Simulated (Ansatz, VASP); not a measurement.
This is a calculation of Se for Ansatz 0.2.0.

File input.yaml:

```yaml
crystal:
  lattice:
    - [4.3662, 0.0, 0.0]
    - [-2.1831, 3.781240118, 0.0]
    - [0.0, 0.0, 4.9536]
  atoms:
    - { symbol: Se, position: [0.7746, 0.7746, 0.0] }
    - { symbol: Se, position: [0.0, 0.2254, 0.6666666667] }
    - { symbol: Se, position: [0.2254, 0.0, 0.3333333333] }
kpoints:
  mp_grid: { grid: [7, 7, 6] }
scf:
  occupations: { method: fermi_dirac, width: 0.05 }
hamiltonian:
  xc: pbesol
  pseudopotentials: { kind: all_electron, lapw: { basis_error: 0.002 } }
output:
  forces: true
  stress: true
relax:
  f_tol: 0.01
  max_steps: 60
  cell: {}
```

Potentials or basis: all-electron LAPW, scalar-relativistic.

Launch:

```bash
$ ansatz run input.yaml --threads 2 --pin off --max-ram 8192MiB --backend cpu --events-out ev --progress --plain --runs-dir out
```

Problem. Set up the same calculation for VASP 6.6.1. Potentials there: VASP PAW PBE potentials, release 64 (Se).

Solution. As run (the cutoff follows the program's own potentials):

INCAR

```
ALGO = Normal
EDIFF = 1E-7
EDIFFG = -0.01
ENCUT = 600
GGA = PS
IBRION = 2
ISIF = 3
ISMEAR = -1
LASPH = T
LCHARG = F
LREAL = F
LWAVE = F
NELM = 80
NSW = 80
PREC = Accurate
SIGMA = 0.05
```

Contents of KPOINTS:

```
k-points
0
Gamma
  7 7 6
```

Contents of POSCAR:

```
Se
1.0
    4.3662000000      0.0000000000      0.0000000000
   -2.1831000000      3.7812401180      0.0000000000
    0.0000000000      0.0000000000      4.9536000000
Se
3
Direct
    0.7746000000      0.7746000000      0.0000000000
    0.0000000000      0.2254000000      0.6666666667
    0.2254000000      0.0000000000      0.3333333333
```

Potentials or basis: VASP PAW PBE potentials, release 64 (Se).

Command:

```sh
$ cat potpaw_PBE.64/Se/POTCAR > POTCAR
$ mpirun -np 1 vasp_std > vasp.out
```

Both were run:

|  | VASP | Ansatz | Ansatz less VASP |
| --- | --- | --- | --- |
| relaxed volume (Å³/atom) | 24.12 | 24.18 | +0.057 |
| relaxed cell length with the largest relative difference (Å) | 5.133 | 5.118 | -0.0145 |

VASP's potentials were made for PBE, not for PBEsol. Ansatz ran all-electron here, and VASP with PAW potentials.
